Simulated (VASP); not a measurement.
Wanted: the native input for a VASP 6.6.1 run.

| Item | Value |
| --- | --- |
| Task | single point |
| Functional | PBEsol |
| Potentials or basis | VASP PAW PBE potentials, release 64 (Pt) |
| Cutoff | 520 eV |
| k mesh | 18 × 18 × 9 |
| Occupations | fermi-dirac, width 0.1 eV |
| Spin | no spin polarisation |
| Dipole correction | no |
| Further INCAR settings | ALGO = Normal; EDIFF = 1e-07; NBANDS = 17 |

The structure of Pt lies in POSCAR:

```
Pt
1.0
    2.7319304678      0.0000000000      0.0000000000
   -1.3659652339      2.3659211865      0.0000000000
    0.0000000000      0.0000000000      4.6877049151
Pt
2
Direct
    0.3333333333      0.6666666667      0.2500000000
    0.6666666667      0.3333333333      0.7500000000
```

This isn't the form of Pt at room conditions, which is fcc.

One way to write it, as run:

INCAR

```
SYSTEM = Pt
PREC     = Accurate       ! precision mode
ENCUT    = 520            ! plane-wave cutoff, eV
EDIFF    = 1E-7           ! SCF threshold, eV
ISMEAR   = -1             ! smearing method
SIGMA    = 0.1            ! smearing width, eV
LREAL    = .False.        ! projectors in reciprocal space
LASPH    = .True.         ! aspherical terms in the spheres
NELM     = 80             ! most SCF steps
ALGO     = Normal         ! electronic algorithm
ISIF     = 2              ! what is computed and relaxed
LWAVE    = .False.        ! write WAVECAR
LCHARG   = .False.        ! write CHGCAR
GGA      = PS             ! functional
NBANDS   = 17             ! bands
```

KPOINTS

```
regular mesh
0
Gamma
  18 18 9
  0 0 0
```

Potentials or basis: VASP PAW PBE potentials, release 64 (Pt).

Run with:

```console
$ cat potpaw_PBE.64/Pt/POTCAR > POTCAR
$ mpirun -np 1 vasp_std > vasp.out
```

Results of the run:

```
Pressure               : -0.4 GPa
Band gap on the k mesh : zero (bands 10 and 11 overlap by 1.31 eV)
```

Caveat: the PAW data sets were made with another functional, which shifts forces and pressure a little; spin-orbit coupling is left out, which moves the levels of the heavy elements.

It took 41 s on 1 thread of AMD EPYC 9R45 96-Core Processor (Zen 5), on a shared host, peak memory 0.17 GiB.
